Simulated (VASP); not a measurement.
Set up this calculation in VASP 6.6.1, as the native input.

- Task: single point
- Functional: r2SCANh
- Potentials or basis: VASP PAW PBE potentials, release 64 (Hf_pv)
- Cutoff: 520 eV
- k mesh: 5 × 5 × 5
- Occupations: fermi-dirac, width 0.05 eV
- Spin: no spin polarisation
- Dipole correction: no
- Grid for exact exchange (PRECFOCK): Normal
- Further INCAR settings: ALGO = Normal; EDIFF = 1e-07; NBANDS = 11

Crystal: Hf.

```
CELL_PARAMETERS angstrom
-1.76815 1.76815 1.76815
1.76815 -1.76815 1.76815
1.76815 1.76815 -1.76815
ATOMIC_POSITIONS crystal
Hf 0.00000 0.00000 0.00000
```

These files were run (other wordings do the same):

POSCAR

```
Hf
1.0
   -1.7681529262      1.7681529262      1.7681529262
    1.7681529262     -1.7681529262      1.7681529262
    1.7681529262      1.7681529262     -1.7681529262
Hf
1
Direct
    0.0000000000      0.0000000000      0.0000000000
```

INCAR.step1

```
SYSTEM = Hf
PREC = Accurate
ENCUT = 520
EDIFF = 1E-5
ISMEAR = -1
SIGMA = 0.05
LREAL = .FALSE.
LASPH = .TRUE.
NELM = 80
ALGO = Normal
ISIF = 2
LWAVE = .TRUE.
LCHARG = .FALSE.
GGA = PE
NBANDS = 11
```

INCAR.step2

```
SYSTEM = Hf
PREC = Accurate
ENCUT = 520
EDIFF = 1E-7
ISMEAR = -1
SIGMA = 0.05
LREAL = .FALSE.
LASPH = .TRUE.
NELM = 80
ALGO = Normal
ISIF = 2
LWAVE = .FALSE.
LCHARG = .FALSE.
METAGGA = R2SCAN
LHFCALC = .TRUE.
AEXX = 0.1
LMIXTAU = .TRUE.
PRECFOCK = Normal
ISTART = 1
NBANDS = 11
```

KPOINTS

```
regular mesh
0
G
  5 5 5
  0 0 0
```

Potentials or basis: VASP PAW PBE potentials, release 64 (Hf_pv).

The run is started by

```sh
$ cat potpaw_PBE.64/Hf_pv/POTCAR > POTCAR
$ cp INCAR.step1 INCAR
$ mpirun -np 1 vasp_std > vasp.out
$ cp INCAR.step2 INCAR
$ mpirun -np 1 vasp_std > vasp.out
```

Results of the run:

```json
{
  "Pressure": "-2.1 GPa",
  "Band gap on the k mesh": "zero (band 5 reaches 6.68 eV, above the bottom of band 6 at 3.53 eV)"
}
```

Caveat: the k points lie up to 0.50 Å⁻¹ apart; the PAW data sets were made with another functional, which shifts forces and pressure a little; spin-orbit coupling is left out, which moves the levels of the heavy elements.

Wall time 6.5 min on 1 thread of Intel(R) Xeon(R) Platinum 8259CL CPU @ 2.50GHz (Skylake/Cascade Lake), with other jobs on the host, peak memory 0.16 GiB.
